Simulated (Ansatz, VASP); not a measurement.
Ag: VASP beside Ansatz

INCAR

```
  PREC = Accurate
  ENCUT = 520
  EDIFF = 1E-6
  ISMEAR = 0
  SIGMA = 0.1
  LREAL = F
  LASPH = T
  NELM = 60
  ALGO = Fast
  ISIF = 2
  LWAVE = F
  LCHARG = T
  GGA = PE
  LELF = T
  LVHAR = T
  NBANDS = 78
```

The input KPOINTS:

```
regular mesh
0
Gamma
  3 3 3
```

Contents of POSCAR:

```
Ag
1.0
    3.3483639572      1.9331788321      5.7103071315
   -3.3483639572      1.9331788321      5.7103071315
    0.0000000000     -3.8663576640      5.7103071315
Ag
12
Direct
    0.0101900000      0.6536100000      0.0101900000
    0.0101900000      0.0101900000      0.6536100000
    0.6536100000      0.0101900000      0.0101900000
    0.9898100000      0.3463900000      0.9898100000
    0.3463900000      0.9898100000      0.9898100000
    0.9898100000      0.9898100000      0.3463900000
    0.2211800000      0.6306000000      0.2211800000
    0.2211800000      0.2211800000      0.6306000000
    0.6306000000      0.2211800000      0.2211800000
    0.7788200000      0.3694000000      0.7788200000
    0.3694000000      0.7788200000      0.7788200000
    0.7788200000      0.7788200000      0.3694000000
```

Input for Ansatz:

```yaml
crystal:
  lattice:
    - [3.3483639572, 1.9331788321, 5.7103071315]
    - [-3.3483639572, 1.9331788321, 5.7103071315]
    - [0.0, -3.866357664, 5.7103071315]
  atoms:
    - { symbol: Ag, position: [0.01019, 0.65361, 0.01019] }
    - { symbol: Ag, position: [0.01019, 0.01019, 0.65361] }
    - { symbol: Ag, position: [0.65361, 0.01019, 0.01019] }
    - { symbol: Ag, position: [0.98981, 0.34639, 0.98981] }
    - { symbol: Ag, position: [0.34639, 0.98981, 0.98981] }
    - { symbol: Ag, position: [0.98981, 0.98981, 0.34639] }
    - { symbol: Ag, position: [0.22118, 0.6306, 0.22118] }
    - { symbol: Ag, position: [0.22118, 0.22118, 0.6306] }
    - { symbol: Ag, position: [0.6306, 0.22118, 0.22118] }
    - { symbol: Ag, position: [0.77882, 0.3694, 0.77882] }
    - { symbol: Ag, position: [0.3694, 0.77882, 0.77882] }
    - { symbol: Ag, position: [0.77882, 0.77882, 0.3694] }
basis:
  ecutwfc: 420
kpoints:
  mp_grid: { grid: [3, 3, 3] }
hamiltonian:
  xc: pbe
scf:
  occupations: { method: gaussian, width: 0.1 }
  lower_state_search: "off"
output:
  forces: true
  stress: true
  eigenvalues: true
```

Alike in both runs: task single point; functional PBE; k mesh 3 × 3 × 3; occupations gaussian, width 0.1 eV; no spin polarisation.

|  | VASP | Ansatz |
| --- | --- | --- |
| version | VASP 6.6.1 | Ansatz 0.2.0 |
| potentials or method | VASP PAW PBE potentials, release 64 (Ag), cutoff 520 eV | scalar-relativistic, plane waves, PAW |
| valence electrons in the cell | 132 | 228 |

```csv
,VASP,Ansatz,Ansatz less VASP
gap on the k mesh at the Fermi level (eV),none,none,-
rms of the force components (eV/Å),2.540,2.555,+0.0146
```

Atom by atom the forces differ by 0.026 eV/Å (rms over components). A gap of «none» marks a metal or a gap that the smearing closes. VASP's potentials hold 132 valence electrons a cell and Ansatz's 228, so a difference there can come from the potentials and not from the codes.

The k mesh is coarse, so the values compare programs but aren't converged.
